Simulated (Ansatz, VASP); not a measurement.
# AgI: VASP beside Ansatz

Contents of INCAR:

```
SYSTEM = AgI
PREC = Accurate
ENCUT = 500
EDIFF = 1E-6
ISMEAR = 0
SIGMA = 0.02
LREAL = .False.
LASPH = .True.
NELM = 120
ALGO = Normal
ISIF = 2
LWAVE = .False.
LCHARG = .False.
GGA = PE
NBANDS = 26
GGA_COMPAT = .False.
```

The input KPOINTS:

```
Automatic mesh
0
Gamma
  6 6 4
  0 0 0
```

The input POSCAR:

```
AgI
1.0
    4.6862868217      0.0000000000      0.0000000000
   -2.3431434108      4.0584434370      0.0000000000
    0.0000000000      0.0000000000      7.6611324136
Ag I
2 2
Direct
    0.3333333333      0.6666666667      0.0024494355
    0.6666666667      0.3333333333      0.5024494355
    0.3333333333      0.6666666667      0.3774505645
    0.6666666667      0.3333333333      0.8774505645
```

Input for Ansatz:

```yaml
crystal:
  lattice:
    - [4.6862868217, 0.0, 0.0]
    - [-2.3431434108, 4.058443437, 0.0]
    - [0.0, 0.0, 7.6611324136]
  atoms:
    - { symbol: Ag, position: [0.3333333333, 0.6666666667, 0.0024494355] }
    - { symbol: Ag, position: [0.6666666667, 0.3333333333, 0.5024494355] }
    - { symbol: I, position: [0.3333333333, 0.6666666667, 0.3774505645] }
    - { symbol: I, position: [0.6666666667, 0.3333333333, 0.8774505645] }
basis:
  ecutwfc: 420
kpoints:
  mp_grid: { grid: [6, 6, 4] }
  band_path: { path: [VBM, CBM], npoints: 2 }
hamiltonian:
  xc: pbe
scf:
  occupations: { method: gaussian, width: 0.02 }
output:
  forces: true
  stress: true
  eigenvalues: true
checkpoint:
  read: start.run
  write: ck
  compress: false
  write_wavefunctions: false
  write_every: 100000
```

Alike in both runs: task single point; functional PBE; k mesh 6 × 6 × 4; occupations gaussian, width 0.02 eV; no spin polarisation.

|  | VASP | Ansatz |
| --- | --- | --- |
| version | VASP 6.6.1 | Ansatz 0.2.0 |
| potentials or method | VASP PAW PBE potentials, release 64 (Ag, I), cutoff 500 eV | scalar-relativistic, plane waves, PAW |
| valence electrons in the cell | 36 | 72 |

```csv
,VASP,Ansatz,Ansatz less VASP
gap on the k mesh at the Fermi level (eV),1.37,1.37,-0.002
least direct gap on the mesh (eV),1.37,1.37,-0.002
pressure (GPa),-0.1,0.0,+0.06
```

VASP's potentials hold 36 valence electrons a cell and Ansatz's 72, so a difference there can come from the potentials and not from the codes.

Spin-orbit coupling is off throughout.
